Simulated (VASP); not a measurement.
Runs of VASP 6.6.1 on Ag. The structure is that of space group Im-3m (No. 229), or close to it. The cells are those of the table. 

| task | cell | cutoff (eV) | gap on the mesh (eV) | pressure (GPa) |
| --- | --- | --- | --- | --- |
| single point | a = 2.516 Å, angles 109.5°, 1 atom | 520 | none | 99.7 |
| single point | a = 2.301 Å, angles 109.5°, 1 atom | 520 | none | 353.8 |
| relaxation of cell and atoms | relaxed from a = 2.850 Å, angles 109.5°, 1 atom | 600 | none | 0.0 |
| single point | a = 2.861 Å, angles 109.5°, 1 atom | 520 | none | (a) |
| single point | a = 2.699 Å, angles 109.5°, 1 atom | 520 | none | 24.5 |

Alike in all rows: level PBE; potentials or basis VASP PAW PBE potentials, release 64 (Ag); no spin polarisation; k mesh 16 × 16 × 16; smearing fermi-dirac 0.05 eV.

Problem. Estimate the missing entries.

Solution. (a) -0.1.

A k mesh can miss the band edges, and the runs leave out spin-orbit coupling on Ag.

A gap of «none» marks levels without a gap at the run's occupations.
